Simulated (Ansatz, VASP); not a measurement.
Two plane-wave programs on Hf

```
Hf
1.0
     3.03230    0.00000    0.00000
     0.00000    3.03230    0.00000
     0.00000    0.00000    3.03230
Hf
1
Direct
  0.00000 0.00000 0.00000
```

Alike in both runs: task single point; functional BLYP; k mesh 12 × 12 × 12; occupations fermi-dirac, width 0.1 eV; no spin polarisation.

|  | VASP | Ansatz |
| --- | --- | --- |
| version | VASP 6.6.1 | Ansatz 0.2.0 |
| potentials or method | VASP PAW PBE potentials, release 64 (Hf_pv), cutoff 520 eV | plane waves (420 eV) with PAW, scalar-relativistic |
| valence electrons in the cell | 10 | 26 |

```tsv
	VASP	Ansatz	Ansatz less VASP
pressure (GPa)	-4.5	-4.5	+0.02
```

VASP's potentials were made for PBE, not for BLYP. VASP's potentials hold 10 valence electrons a cell and Ansatz's 26, so a difference there can come from the potentials and not from the codes.

Neither program's run includes spin-orbit coupling.
